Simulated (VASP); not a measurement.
**Pd: relaxation of cell and atoms with RPBE**

Crystal: Pd.

```
Pd
1.0
     2.51410    0.00000    0.00000
     0.00000    2.51410    0.00000
     0.00000    0.00000    2.51410
Pd
1
Direct
  0.00000 0.00000 0.00000
```

- Program: VASP 6.6.1
- Task: relaxation of cell and atoms
- Functional: RPBE
- Potentials or basis: VASP PAW PBE potentials, release 64 (Pd)
- Cutoff: 600 eV
- k mesh: 12 × 12 × 12
- Occupations: fermi-dirac, width 0.05 eV
- Spin: collinear spin, ferromagnetic start
- Starting moments: [0.5] μB
- Dipole correction: no
- Further INCAR settings: ALGO = Normal; EDIFF = 1e-06; IBRION = 2; EDIFFG = -0.01; NSW = 80; ISIF = 3

```yaml
Relaxed_volume: 18.42 Å³/atom
Relaxed_cell: a = 2.641 Å, b = 2.641 Å, c = 2.641 Å, α = 90.00°, β = 90.00°, γ = 90.00°
Space_group_after_relaxing_to_0.05_Å: Pm-3m (No. 221)
Energy_gained_by_relaxing: 157.7 meV/atom
Ionic_steps: 18
Pressure_after_relaxing: 0.0 GPa
Band_gap_on_the_k_mesh: zero (filled and empty bands overlap)
Net_moment: 0.00 μB per cell
Valence_electrons_inside_the_program's_atomic_spheres: Pd 9.30
```

The path:
| step | energy change (eV) | largest force (eV/Å) | pressure (GPa) | volume (Å³) |
| --- | --- | --- | --- | --- |
| 1 | 0.0000 | 0.0000 | 23.27 | 15.89 |
| 2 | -0.0195 | 0.0000 | -10.83 | 21.81 |
| 3 | -0.1576 | 0.0000 | -0.43 | 18.51 |
| 4 | -0.1577 | 0.0000 | -0.13 | 18.45 |
| 5 | -0.1577 | 0.0000 | 0.19 | 18.40 |
| 6 | -0.1577 | 0.0000 | 0.17 | 18.40 |
| 7 | -0.1577 | 0.0000 | 0.16 | 18.40 |
| 8 | -0.1577 | 0.0000 | 0.17 | 18.40 |
| 9 | -0.1577 | 0.0000 | 0.17 | 18.40 |
| 10 | -0.1577 | 0.0000 | 0.17 | 18.40 |
| 11 | -0.1577 | 0.0000 | 0.17 | 18.40 |
| 12 | -0.1577 | 0.0000 | 0.17 | 18.40 |
| 13 | -0.1577 | 0.0000 | 0.16 | 18.40 |
| 14 | -0.1577 | 0.0000 | 0.16 | 18.40 |
| 15 | -0.1577 | 0.0000 | 0.14 | 18.40 |
| 16 | -0.1577 | 0.0000 | 0.13 | 18.41 |
| 17 | -0.1577 | 0.0000 | 0.09 | 18.41 |
| 18 | -0.1577 | 0.0000 | 0.02 | 18.42 |

Final structure:
```
Pd
1.0
     2.64117    0.00000    0.00000
     0.00000    2.64117    0.00000
     0.00000    0.00000    2.64117
Pd
1
Cartesian
  2.6412 2.6412 2.6412
```

Levels at points of the mesh, in eV from the Fermi level:
Spin up:
```tsv
k point	band 3	band 4	band 5	band 6	band 7	band 8
(0.00, 0.00, 0.00)	-4.21	0.01	0.01	0.01	16.27	16.27
(0.50, 0.00, 0.00)	-1.42	-1.42	0.15	0.60	4.69	18.23
(0.50, 0.50, 0.00)	-1.15	-1.15	1.08	5.56	5.56	11.12
(0.50, 0.50, 0.50)	-3.58	1.17	1.17	10.98	10.98	10.98
```
Spin down:
```
           k point  band 2  band 3  band 4  band 5  band 6  band 7  band 8  band 9
(0.00, 0.00, 0.00)   -4.21   -4.21    0.01    0.01    0.01   16.27   16.27   16.27
(0.50, 0.00, 0.00)   -3.63   -1.42   -1.42    0.15    0.60    4.69   18.23   20.92
(0.50, 0.50, 0.00)   -3.16   -1.15   -1.15    1.08    5.56    5.56   11.12   12.10
(0.50, 0.50, 0.50)   -3.58   -3.58    1.17    1.17   10.98   10.98   10.98   11.13
```

Run time: 92 s on 1 thread of Intel Xeon 6975P-C (shared host), peak memory 0.16 GiB.

Caveat: the volume moved by over 15 % at a fixed basis, so the end points are rough; the PAW data sets were made with another functional, which shifts forces and pressure a little.
